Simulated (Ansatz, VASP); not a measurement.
# Two plane-wave programs on Hf

Contents of INCAR:

```
SYSTEM = Hf
PREC = Accurate
ENCUT = 400
EDIFF = 1E-6
ISMEAR = 1
SIGMA = 0.1
LREAL = .False.
LASPH = .True.
NELM = 120
ALGO = Normal
ISIF = 2
LWAVE = .False.
LCHARG = .False.
LDIPOL = .True.
IDIPOL = 3
DIPOL = 0.5 0.5 0.433
GGA = RE
IVDW = 12
NBANDS = 22
GGA_COMPAT = .False.
NELMDL = -8
```

Contents of KPOINTS:

```
regular mesh
0
Gamma
  12 12 1
  0 0 0
```

Contents of POSCAR:

```
Hf
1.0
    3.0962194875      0.0000000000      0.0000000000
   -1.5481097438      2.6814047318      0.0000000000
    0.0000000000      0.0000000000     21.8999602618
Hf
3
Direct
    0.6666666667      0.3333333333      0.3196352832
    0.3333333333      0.6666666667      0.4303104649
    0.6666666667      0.3333333333      0.5488296584
```

Input for Ansatz:

```yaml
crystal:
  lattice:
    - [3.0962194875, 0.0, 0.0]
    - [-1.5481097438, 2.6814047318, 0.0]
    - [0.0, 0.0, 21.8999602618]
  atoms:
    - { symbol: Hf, position: [0.6666666667, 0.3333333333, 0.3196352832] }
    - { symbol: Hf, position: [0.3333333333, 0.6666666667, 0.4303104649] }
    - { symbol: Hf, position: [0.6666666667, 0.3333333333, 0.5488296584] }
basis:
  ecutwfc: 420
kpoints:
  mp_grid: { grid: [12, 12, 1] }
hamiltonian:
  xc: revpbe
  dispersion: d3bj
  pseudopotentials: { kind: paw, azcp: { folder: soft_1 } }
scf:
  occupations: { method: methfessel_paxton, width: 0.1 }
  n_extra_bands: 7
  max_iter: 160
output:
  forces: true
  eigenvalues: true
efield:
  axis: 3
  dipole_correction: true
```

Alike in both runs: task single point; functional revPBE; dispersion D3(BJ); k mesh 12 × 12 × 1; occupations methfessel-paxton of order 1, width 0.1 eV; no spin polarisation.

```csv
,VASP,Ansatz
version,VASP 6.6.1,Ansatz 0.2.0
potentials or method,"VASP PAW PBE potentials, release 64 (Hf_pv), cutoff 400 eV","scalar-relativistic, plane waves, PAW"
valence electrons in the cell,30,78
```

|  | VASP | Ansatz | Ansatz less VASP |
| --- | --- | --- | --- |
| gap on the k mesh at the Fermi level (eV) | none | none | - |
| rms of the force components (eV/Å) | 0.202 | 0.206 | +0.0042 |

VASP's potentials were made for PBE, not for revPBE. Atom by atom the forces differ by 0.020 eV/Å (rms over components). A gap of «none» marks a metal or a gap that the smearing closes. VASP's potentials hold 30 valence electrons a cell and Ansatz's 78, so a difference there can come from the potentials and not from the codes.

Neither program's run includes spin-orbit coupling.
